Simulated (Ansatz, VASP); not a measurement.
Given: the input of a run of Ansatz 0.2.0 on KI.

File input.yaml:

```yaml
crystal:
  lattice:
    - [4.29119666, 0.0, 0.0]
    - [0.0, 4.29119666, 0.0]
    - [0.0, 0.0, 4.29119666]
  atoms:
    - { symbol: I, position: [0.5, 0.5, 0.5] }
    - { symbol: K, position: [0.0, 0.0, 0.0] }
hamiltonian:
  xc: { exchange: pbe, correlation: pbe, exx: { coeff: 0.3, omega: 0.2 } }
  pseudopotentials: { kind: paw }
kpoints:
  mp_grid: { grid: [3, 3, 3] }
scf:
  occupations: { method: fermi_dirac, width: 0.05 }
output:
  forces: true
  stress: true
  eigenvalues: true
```

Potentials or basis: Ansatz PAW.

The run is started by

```console
$ ansatz run input.yaml --threads 2 --pin off --max-ram 5632MiB --backend cpu --events-out ev --progress --plain --runs-dir out
```

Set up the same calculation for VASP 6.6.1. Potentials there: VASP PAW PBE potentials, release 64 (I, K_sv).

As run (the cutoff follows the program's own potentials):

POSCAR

```
KI
1.0
    4.2911966600      0.0000000000      0.0000000000
    0.0000000000      4.2911966600      0.0000000000
    0.0000000000      0.0000000000      4.2911966600
I K
1 1
Direct
    0.5000000000      0.5000000000      0.5000000000
    0.0000000000      0.0000000000      0.0000000000
```

File INCAR.step1:

```
ALGO = Normal
EDIFF = 1E-5
ENCUT = 520
GGA = PE
ISIF = 2
ISMEAR = -1
LASPH = T
LREAL = F
LWAVE = T
NBANDS = 15
NELM = 100
PREC = Accurate
SIGMA = 0.05
```

Contents of INCAR.step2:

```
AEXX = 0.3
ALGO = Normal
EDIFF = 1E-6
ENCUT = 520
GGA = PE
HFSCREEN = 0.2
ISIF = 2
ISMEAR = -1
ISTART = 1
LASPH = T
LCHARG = T
LELF = T
LHFCALC = T
LREAL = F
LVHAR = T
LWAVE = F
NBANDS = 15
NELM = 100
PREC = Accurate
PRECFOCK = Normal
SIGMA = 0.05
```

Contents of KPOINTS:

```
k-points
0
Gamma
  3 3 3
```

Potentials or basis: VASP PAW PBE potentials, release 64 (I, K_sv).

Command:

```bash
$ cat potpaw_PBE.64/I/POTCAR potpaw_PBE.64/K_sv/POTCAR > POTCAR
$ cp INCAR.step1 INCAR
$ mpirun -np 1 vasp_std > vasp.out
$ cp INCAR.step2 INCAR
$ mpirun -np 1 vasp_std > vasp.out
```

Both were run:

|  | VASP | Ansatz | Ansatz less VASP |
| --- | --- | --- | --- |
| gap on the k mesh at the Fermi level (eV) | 4.68 | 4.69 | +0.010 |
| least direct gap on the mesh (eV) | 4.93 | 4.94 | +0.011 |
| pressure (GPa) | 0.4 | 0.5 | +0.02 |

VASP's potentials were made for PBE, not for PBE-based screened hybrid. VASP's potentials hold 16 valence electrons a cell and Ansatz's 26, so a difference there can come from the potentials and not from the codes.

The k mesh is coarse, so the values compare programs but aren't converged. Neither program's run includes spin-orbit coupling. Noted on Ansatz's run: odd divisions of the mesh miss points on the zone boundary, where band edges often lie, so the gap on the mesh can be too wide.
